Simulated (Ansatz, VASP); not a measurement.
## Two plane-wave programs on W

```
W
1.0
    -1.59217    1.59217    1.59217
     1.59217   -1.59217    1.59217
     1.59217    1.59217   -1.59217
W
1
Direct
  0.00000 0.00000 0.00000
```

Alike in both runs: task single point; functional PBE; k mesh 14 × 14 × 14; occupations methfessel-paxton of order 1, width 0.2 eV; no spin polarisation.

|  | VASP | Ansatz |
| --- | --- | --- |
| version | VASP 6.6.1 | Ansatz 0.2.0 |
| potentials or method | VASP PAW PBE potentials, release 64 (W_sv), cutoff 520 eV | plane waves (420 eV) with PAW, scalar-relativistic |
| valence electrons in the cell | 14 | 14 |

```csv
,VASP,Ansatz,Ansatz less VASP
pressure (GPa),0.7,0.2,-0.50
```

Spin-orbit coupling is off throughout.
